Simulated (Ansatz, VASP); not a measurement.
# TiC in VASP and in Ansatz

Contents of INCAR:

```
SYSTEM = TiC
  ALGO = Normal
  EDIFF = 1E-7
  ENCUT = 520
  GGA = PS
  ISIF = 2
  ISMEAR = 0
  LASPH = .True.
  LCHARG = .True.
  LELF = .True.
  LREAL = .False.
  LVHAR = .True.
  LWAVE = .False.
  NBANDS = 15
  NELM = 80
  PREC = Accurate
  SIGMA = 0.15
```

KPOINTS

```
k-points
0
Gamma
  18 18 18
  0 0 0
```

The input POSCAR:

```
TiC
1.0
    0.0000000000      2.1640000000      2.1640000000
    2.1640000000      0.0000000000      2.1640000000
    2.1640000000      2.1640000000      0.0000000000
Ti C
1 1
Direct
    0.0000000000      0.0000000000      0.0000000000
    0.5028881701      0.4971118299      0.5028881701
```

Input for Ansatz:

```yaml
crystal:
  lattice:
    - [0.0, 2.164, 2.164]
    - [2.164, 0.0, 2.164]
    - [2.164, 2.164, 0.0]
  atoms:
    - { symbol: Ti, position: [0.0, 0.0, 0.0] }
    - { symbol: C, position: [0.5028881701, 0.4971118299, 0.5028881701] }
basis:
  ecutwfc: 420
kpoints:
  mp_grid: { grid: [18, 18, 18] }
hamiltonian:
  xc: pbesol
scf:
  occupations: { method: gaussian, width: 0.15 }
output:
  forces: true
  stress: true
  eigenvalues: true
```

Change from the starting cell: all C atoms moved +0.013 Å, as atom 2 along Cartesian [0 1 0].

Alike in both runs: task single point; functional PBEsol; k mesh 18 × 18 × 18; occupations gaussian, width 0.15 eV; no spin polarisation.

|  | VASP | Ansatz |
| --- | --- | --- |
| version | VASP 6.6.1 | Ansatz 0.2.0 |
| potentials or method | VASP PAW PBE potentials, release 64 (Ti_sv, C), cutoff 520 eV | scalar-relativistic, plane waves, PAW |
| valence electrons in the cell | 16 | 16 |

```tsv
	VASP	Ansatz	Ansatz less VASP
gap on the k mesh at the Fermi level (eV)	none	none	-
pressure (GPa)	-5.9	-6.1	-0.24
rms of the force components (eV/Å)	0.068	0.068	-0.0001
```

VASP's potentials were made for PBE, not for PBEsol. Atom by atom the forces differ by 0.000 eV/Å (rms over components). A gap of «none» marks a metal or a gap that the smearing closes.
